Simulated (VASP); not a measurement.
Te: relaxation of cell and atoms with PBE

The system is Te.

```
Te
1.0
     4.45400    0.00000    0.00000
    -2.22700    3.85728    0.00000
     0.00000    0.00000    5.92400
Te
3
Direct
  0.26900 0.00000 0.33333
  0.00000 0.26900 0.66667
  0.73100 0.73100 0.00000
```

* Program: VASP 6.6.1
* Task: relaxation of cell and atoms
* Functional: PBE
* Potentials or basis: VASP PAW PBE potentials, release 64 (Te)
* Cutoff: 600 eV
* k mesh: 7 × 7 × 5
* Occupations: gaussian, width 0.1 eV
* Spin: no spin polarisation
* Target pressure: 20 GPa
* Dipole correction: no
* Further INCAR settings: ALGO = Normal; EDIFF = 1e-06; IBRION = 2; EDIFFG = -0.005; NSW = 80; ISIF = 3

| Quantity | Value |
| --- | --- |
| Relaxed volume | 23.84 Å³/atom |
| Relaxed cell | a = 3.539 Å, b = 3.539 Å, c = 6.594 Å, α = 90.00°, β = 90.00°, γ = 120.00° |
| Space group after relaxing (to 0.1 Å) | R-3m (No. 166) |
| Energy change on relaxing (the run minimises the enthalpy) | +491.5 meV/atom |
| Ionic steps | 30 |
| Pressure after relaxing | 20.0 GPa |
| Band gap on the k mesh | zero (bands 9 and 10 overlap by 3.39 eV) |

Step by step:
| step | energy change (eV) | largest force (eV/Å) | pressure (GPa) | volume (Å³) |
| --- | --- | --- | --- | --- |
| 1 | 0.0000 | 0.1600 | 1.45 | 101.78 |
| 2 | 11.0684 | 7.5277 | 125.32 | 54.20 |
| 3 | 0.8593 | 1.4522 | 16.58 | 84.03 |
| 4 | 1.0480 | 1.6260 | 18.99 | 82.32 |
| 5 | 1.1454 | 1.7113 | 20.20 | 81.51 |
| 6 | 1.1712 | 0.8737 | 21.11 | 77.99 |
| 7 | 1.5061 | 0.3359 | 24.61 | 73.79 |
| 8 | 1.7041 | 0.2028 | 26.77 | 72.01 |
| 9 | 0.6533 | 0.0074 | 9.15 | 80.88 |
| 10 | 1.0948 | 0.0706 | 17.62 | 75.96 |
| 11 | 1.0900 | 0.0356 | 16.38 | 75.27 |
| 12 | 1.1020 | 0.0192 | 16.13 | 75.06 |
| 13 | 1.1310 | 0.0169 | 15.77 | 74.62 |
| 14 | 1.6923 | 0.0701 | 23.21 | 69.91 |
| 15 | 1.4614 | 0.0474 | 20.19 | 71.64 |
| 16 | 1.4687 | 0.0481 | 20.28 | 71.58 |
| 17 | 1.4738 | 0.0457 | 20.17 | 71.53 |
| 18 | 1.4828 | 0.0421 | 20.05 | 71.45 |
| 19 | 1.4804 | 0.0430 | 20.08 | 71.47 |
| 20 | 1.4807 | 0.0429 | 20.07 | 71.47 |
| 21 | 1.4710 | 0.0367 | 19.94 | 71.55 |
| 22 | 1.4555 | 0.0269 | 19.73 | 71.67 |
| 23 | 1.4573 | 0.0241 | 19.75 | 71.65 |
| 24 | 1.4626 | 0.0157 | 19.86 | 71.61 |
| 25 | 1.4736 | 0.0013 | 20.07 | 71.52 |
| 26 | 1.4693 | 0.0053 | 19.99 | 71.56 |
| 27 | 1.4701 | 0.0045 | 19.97 | 71.55 |
| 28 | 1.4726 | 0.0021 | 19.99 | 71.53 |
| 29 | 1.4776 | 0.0028 | 20.01 | 71.49 |
| 30 | 1.4744 | 0.0002 | 20.01 | 71.51 |

Final structure:
```
Te
1.0
     3.53891    0.00000    0.00000
    -1.76945    3.06478    0.00000
     0.00000    0.00000    6.59365
Te
3
Direct
  0.33335 0.00000 0.33333
  0.00000 0.33335 0.66667
  0.66665 0.66665 0.00000
```

Levels at points of the mesh, in eV from the Fermi level:
```csv
k point,band 5,band 6,band 7,band 8,band 9,band 10,band 11,band 12,band 13
"(0.00, 0.00, 0.00)",-2.26,-0.33,-0.33,-0.33,-0.33,2.39,2.39,4.21,4.59
```

Run time: 4.8 min on 1 thread of AMD EPYC 9R45 96-Core Processor (Zen 5) (shared host), peak memory 0.23 GiB.

Caveat: the cell is relaxed towards a set pressure, so the run minimises the enthalpy, not the energy; the volume moved by over 15 % at a fixed basis, so the end points are rough; spin-orbit coupling is left out, which moves the levels of the heavy elements.
